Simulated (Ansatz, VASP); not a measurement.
## Two plane-wave programs on SiGe

File INCAR:

```
PREC = Accurate
ENCUT = 520
EDIFF = 1E-6
ISMEAR = 0
SIGMA = 0.03
LREAL = False
LASPH = True
NELM = 100
ALGO = Normal
ISIF = 2
LWAVE = False
LCHARG = False
GGA = PS
NBANDS = 26
```

KPOINTS

```
Automatic mesh
0
Gamma
  12 12 6
```

File POSCAR:

```
SiGe
1.0
    3.7935520603      0.0000000000      0.0000000000
   -1.8967760302      3.2853124548      0.0000000000
    0.0000000000      0.0000000000      6.2665470583
Si Ge
2 2
Direct
    0.6666666667      0.3333333333      0.8745463082
    0.3333333333      0.6666666667      0.3745463082
    0.6666666667      0.3333333333      0.4771721773
    0.3333333333      0.6666666667     -0.0228278227
```

Input for Ansatz:

```yaml
crystal:
  lattice:
    - [3.7935520603, 0.0, 0.0]
    - [-1.8967760302, 3.2853124548, 0.0]
    - [0.0, 0.0, 6.2665470583]
  atoms:
    - { symbol: Si, position: [0.6666666667, 0.3333333333, 0.8745463082] }
    - { symbol: Si, position: [0.3333333333, 0.6666666667, 0.3745463082] }
    - { symbol: Ge, position: [0.6666666667, 0.3333333333, 0.4771721773] }
    - { symbol: Ge, position: [0.3333333333, 0.6666666667, -0.0228278227] }
basis:
  ecutwfc: 420
kpoints:
  mp_grid: { grid: [12, 12, 6] }
hamiltonian:
  xc: pbesol
  pseudopotentials: { kind: paw, azcp: { folder: soft_1 } }
scf:
  occupations: { method: gaussian, width: 0.03 }
output:
  forces: true
  stress: true
  eigenvalues: true
```

Alike in both runs: task single point; functional PBEsol; k mesh 12 × 12 × 6; occupations gaussian, width 0.03 eV; no spin polarisation.

|  | VASP | Ansatz |
| --- | --- | --- |
| version | VASP 6.6.1 | Ansatz 0.2.0 |
| potentials or method | VASP PAW PBE potentials, release 64 (Si, Ge_d), cutoff 520 eV | scalar-relativistic, plane waves, PAW |
| valence electrons in the cell | 36 | 36 |

```csv
,VASP,Ansatz,Ansatz less VASP
gap on the k mesh at the Fermi level (eV),none,none,-
pressure (GPa),9.0,9.0,+0.07
"traceless stress, the component that is largest in VASP (GPa)",-7.29,-7.32,-0.031
rms of the force components (eV/Å),0.928,0.930,+0.0020
```

VASP's potentials were made for PBE, not for PBEsol, and Ansatz warns of the same on its side. Atom by atom the forces differ by 0.002 eV/Å (rms over components). A gap of «none» marks a metal or a gap that the smearing closes. With one functional, cell and mesh, what is left measures potentials, basis and numerics.
